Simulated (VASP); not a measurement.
A run of VASP 6.6.1 is set up as follows.

POSCAR

```
Sb
1.0
   -1.5420370068      1.5420370068      2.9459580988
    1.5420370068     -1.5420370068      2.9459580988
    1.5420370068      1.5420370068     -2.9459580988
Sb
1
Direct
    0.0000000000      0.0000000000      0.0000000000
```

The input INCAR.step1:

```
  PREC = Accurate
  ENCUT = 520
  ISMEAR = 0
  SIGMA = 0.1
  LREAL = F
  LASPH = T
  NELM = 100
  NBANDS = 8
  GGA = PE
  ALGO = Normal
  EDIFF = 1E-4
  LWAVE = T
  LCHARG = F
```

INCAR.step2

```
  PREC = Accurate
  ENCUT = 520
  EDIFF = 1E-6
  ISMEAR = 0
  SIGMA = 0.1
  LREAL = F
  LASPH = T
  NELM = 100
  ALGO = Normal
  ISIF = 2
  LWAVE = F
  LCHARG = F
  METAGGA = R2SCAN
  LMIXTAU = T
  NBANDS = 8
  ISTART = 1
```

File KPOINTS:

```
Automatic mesh
0
Gamma
  8 8 8
```

Potentials or basis: VASP PAW PBE potentials, release 64 (Sb).

Launch:

```sh
$ cat potpaw_PBE.64/Sb/POTCAR > POTCAR
$ cp INCAR.step1 INCAR
$ mpirun -np 1 vasp_std > vasp.out
$ cp INCAR.step2 INCAR
$ mpirun -np 1 vasp_std > vasp.out
```

Predict the pressure.

-0.1 GPa.

Stress tensor (GPa, compression positive):
```
-0.05  0.00  0.00
 0.00 -0.05  0.00
 0.00  0.00 -0.14
```

Caveat: the k points lie up to 0.36 Å⁻¹ apart; the PAW data sets were made with another functional, which shifts forces and pressure a little.
